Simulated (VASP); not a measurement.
Set up this calculation in VASP 6.6.1, as the native input.

- Task: single point
- Functional: PBE
- Potentials or basis: VASP PAW PBE potentials, release 64 (W_sv, O)
- Cutoff: 520 eV
- k mesh: 8 × 8 × 1
- Occupations: gaussian, width 0.1 eV
- Spin: no spin polarisation
- Dipole correction: yes
- Further INCAR settings: ALGO = Normal; EDIFF = 1e-07; NBANDS = 39

The structure of W4O lies in POSCAR:

```
W4O
1.0
    3.1836991688      0.0000000000      0.0000000000
    0.0000000000      3.1836991688      0.0000000000
    0.0000000000      0.0000000000     20.1425775749
W O
4 1
Direct
    0.5000000000      0.5000000000      0.1985843165
    0.0000000000      0.0000000000      0.2776134069
    0.5000000000      0.5000000000      0.3599451800
    0.0000000000      0.0000000000      0.4290700901
    0.0000000000      0.3750000000      0.4961210688
```

These files were run (other wordings do the same):

INCAR

```
ALGO     = Normal         # electronic algorithm
DIPOL    = 0.5 0.5 0.352
EDIFF    = 1E-7           # SCF threshold, eV
ENCUT    = 520            # plane-wave cutoff, eV
GGA      = PE             # functional
IDIPOL   = 3            
ISIF     = 2              # what is computed and relaxed
ISMEAR   = 0              # smearing method
LASPH    = True           # aspherical terms in the spheres
LCHARG   = True           # write CHGCAR
LDIPOL   = True         
LELF     = True           # ELF
LREAL    = False          # projectors in reciprocal space
LVACPOTAV= True         
LVHAR    = True         
LWAVE    = False          # write WAVECAR
NBANDS   = 39             # bands
NELM     = 80             # most SCF steps
PREC     = Accurate       # precision mode
SIGMA    = 0.1            # smearing width, eV
```

KPOINTS

```
k-points
0
Gamma
  8 8 1
```

Potentials or basis: VASP PAW PBE potentials, release 64 (W_sv, O).

Run with:

```sh
$ cat potpaw_PBE.64/W_sv/POTCAR potpaw_PBE.64/O/POTCAR > POTCAR
$ mpirun -np 1 vasp_std > vasp.out
```

It gave:

The largest force is 3.378 eV/Å. The band gap on the k mesh is zero (bands 31 and 32 overlap by 1.97 eV).

Caveat: spin-orbit coupling is left out, which moves the levels of the heavy elements.

Run time: 6.3 min on 1 thread of Intel(R) Xeon(R) Platinum 8124M CPU @ 3.00GHz (Skylake/Cascade Lake) (shared host), peak memory 0.37 GiB.
